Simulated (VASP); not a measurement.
Set up this calculation in VASP 6.6.1, as the native input.

| Item | Value |
| --- | --- |
| Task | relaxation of cell and atoms |
| Functional | PBE |
| Potentials or basis | VASP PAW PBE potentials, release 64 (As, O) |
| Cutoff | 600 eV |
| k mesh | 6 × 6 × 6 |
| Occupations | gaussian, width 0.1 eV |
| Spin | no spin polarisation |
| Dipole correction | no |
| Further INCAR settings | ALGO = Normal; EDIFF = 1e-07; IBRION = 2; EDIFFG = -0.04; NSW = 90; ISIF = 3 |

The structure of AsO3 lies in POSCAR:

```
AsO3
1.0
    3.4885468532      0.0000000000      0.0000000000
    0.0000000000      3.4885468532      0.0000000000
    0.0000000000      0.0000000000      3.4885468532
As O
1 3
Direct
    0.0000000000      0.0000000000      0.0000000000
    0.0000000000      0.5000000000      0.5000000000
    0.5000000000      0.0000000000      0.5000000000
    0.5000000000      0.5000000000      0.0000000000
```

One way to write it, as run:

INCAR

```
  PREC = Accurate
  ENCUT = 600
  EDIFF = 1E-7
  ISMEAR = 0
  SIGMA = 0.1
  LREAL = False
  LASPH = True
  NELM = 100
  ALGO = Normal
  ISIF = 3
  LWAVE = False
  LCHARG = False
  GGA = PE
  IBRION = 2
  NSW = 90
  EDIFFG = -0.04
```

KPOINTS

```
Automatic mesh
0
Gamma
  6 6 6
```

Potentials or basis: VASP PAW PBE potentials, release 64 (As, O).

Command:

```console
$ cat potpaw_PBE.64/As/POTCAR potpaw_PBE.64/O/POTCAR > POTCAR
$ mpirun -np 1 vasp_std > vasp.out
```

It gave:

```
Relaxed volume                         : 9.71 Å³/atom
Relaxed cell                           : a = 3.387 Å, b = 3.387 Å, c = 3.387 Å, α = 90.00°, β = 90.00°, γ = 90.00°
Space group after relaxing (to 0.05 Å) : Pm-3m (No. 221)
Energy gained by relaxing              : 32.8 meV/atom
Ionic steps                            : 3
Pressure after relaxing                : 0.2 GPa
```

Caveat: an odd number of electrons without spin polarisation forces a metal; a magnetic or distorted state may lie lower.

Wall time 35 s on 1 thread of Intel(R) Xeon(R) Platinum 8375C CPU @ 2.90GHz (Ice Lake) (shared host), peak memory 0.16 GiB.
